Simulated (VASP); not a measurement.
Runs of VASP 6.6.1 on Sn. The structure is that of space group Fd-3m (No. 227), or close to it. The cells are those of the table. This isn't the form of Sn at room conditions, which is tetragonal (white tin).

```csv
task,cell,k mesh,cutoff (eV),gap on the mesh (eV),pressure (GPa),relaxed volume (Å³/atom)
single point,"a = 4.625 Å, angles 60.0°, 2 atoms",12 × 12 × 12,520,none,(a),-
relaxation of cell and atoms,"relaxed from a = 4.428 Å, angles 60.0°, 2 atoms",12 × 12 × 12,600,none,0.0,34.91
relaxation of cell and atoms,"relaxed from a = 4.625 Å, angles 60.0°, 2 atoms",12 × 12 × 12,600,none,0.0,34.93
single point,"a = 4.428 Å, angles 60.0°, 2 atoms",6 × 6 × 6,520,none,7.4,-
```

Alike in all rows: level PBEsol; potentials or basis VASP PAW PBE potentials, release 64 (Sn_d); no spin polarisation; smearing gaussian 0.1 eV.

Q: Estimate the missing entries.

A: (a) -0.1.

Caveats: the PAW data sets were made with another functional, which shifts forces and pressure a little; spin-orbit coupling is left out, which moves the levels of the heavy elements; the cell stands under pressure (at least some runs).

A k mesh can miss the band edges, and the runs leave out spin-orbit coupling on Sn.

A gap of «none» marks levels without a gap at the run's occupations.
